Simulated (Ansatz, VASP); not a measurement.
Al in VASP and in Ansatz

INCAR

```
PREC = Accurate ; ENCUT = 520
EDIFF = 1E-6 ; ISMEAR = 0
SIGMA = 0.15 ; LREAL = False
LASPH = True ; NELM = 80
ALGO = Normal ; ISIF = 2
LWAVE = False ; LCHARG = False
GGA = PE ; IVDW = 12
NBANDS = 8
```

KPOINTS

```
Automatic mesh
0
Gamma
  22 22 22
```

Contents of POSCAR:

```
Al
1.0
    0.0000000000      2.1669777145      1.5912117358
    2.1669777145      0.0000000000      1.5912117358
    2.1669777145      2.1669777145      0.0000000000
Al
1
Direct
    0.0000000000      0.0000000000      0.0000000000
```

Input for Ansatz:

```yaml
crystal:
  lattice:
    - [0.0, 2.1669777145, 1.5912117358]
    - [2.1669777145, 0.0, 1.5912117358]
    - [2.1669777145, 2.1669777145, 0.0]
  atoms:
    - { symbol: Al, position: [0.0, 0.0, 0.0] }
basis:
  ecutwfc: 420
kpoints:
  mp_grid: { grid: [22, 22, 22] }
hamiltonian:
  xc: pbe
  pseudopotentials: { kind: paw, azcp: { folder: soft_1 } }
  dispersion: d3bj
scf:
  occupations: { method: gaussian, width: 0.15 }
output:
  forces: true
  stress: true
  eigenvalues: true
```

Alike in both runs: task single point; functional PBE; dispersion D3(BJ); k mesh 22 × 22 × 22; occupations gaussian, width 0.15 eV; no spin polarisation.

|  | VASP | Ansatz |
| --- | --- | --- |
| version | VASP 6.6.1 | Ansatz 0.2.0 |
| potentials or method | VASP PAW PBE potentials, release 64 (Al), cutoff 520 eV | scalar-relativistic, plane waves, PAW |
| valence electrons in the cell | 3 | 3 |

```csv
,VASP,Ansatz,Ansatz less VASP
gap on the k mesh at the Fermi level (eV),none,none,-
pressure (GPa),7.0,7.0,-0.02
"traceless stress, the component that is largest in VASP (GPa)",0.87,0.86,-0.003
```

A gap of «none» marks a metal or a gap that the smearing closes.
